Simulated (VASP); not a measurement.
Here is a VASP 6.6.1 calculation.

The input INCAR:

```
ALGO = Normal ; DIPOL = 0.5 0.5 0.286
EDIFF = 1E-6 ; ENCUT = 400
GGA = PE ; GGA_COMPAT = F
IDIPOL = 3 ; ISIF = 2
ISMEAR = 0 ; LASPH = T
LCHARG = F ; LDIPOL = T
LREAL = F ; LWAVE = F
NBANDS = 40 ; NELM = 120
NELMDL = -8 ; PREC = Accurate
SIGMA = 0.1
```

File KPOINTS:

```
k-points
0
Gamma
  4 4 1
```

POSCAR

```
Na4H
1.0
    7.2665054626      0.0000000000      0.0000000000
   -2.4221684875      6.8509270508      0.0000000000
    0.0000000000      0.0000000000     20.9665384335
Na H
8 2
Direct
    0.2500000000      0.2500000000      0.1907801811
    0.2500000000      0.7500000000      0.1907801811
    0.7500000000      0.2500000000      0.1907801811
    0.7500000000      0.7500000000      0.1907801811
    0.0000000000      0.0000000000      0.3322693660
    0.0000000000      0.5000000000      0.3322693660
    0.5000000000      0.0000000000      0.3322693660
    0.5000000000      0.5000000000      0.3322693660
   -0.0156768280      0.3333333333      0.3842569654
    0.3490101613      0.3333333333      0.3842569654
```

Potentials or basis: VASP PAW PBE potentials, release 64 (Na_pv, H).

The run is started by

```bash
$ cat potpaw_PBE.64/Na_pv/POTCAR potpaw_PBE.64/H/POTCAR > POTCAR
$ mpirun -np 1 vasp_std > vasp.out
```

Q: Estimate the largest force.

A: 2.785 eV/Å.

Q: Predict the band gap on the k mesh.

A: Zero (bands 29 and 30 overlap by 0.87 eV).

Forces in eV/Å, atoms in the order of the input:
```
Na   0.020 -0.006 -0.062
Na  -0.007  0.020  0.033
Na   0.005 -0.003 -0.074
Na   0.000  0.005  0.065
Na  -0.005  0.585  0.332
Na  -0.334  1.895 -1.640
Na  -0.075  0.284  0.173
Na   0.623  1.080 -0.861
H    0.119 -2.382  1.438
H   -0.344 -1.478  0.594
```
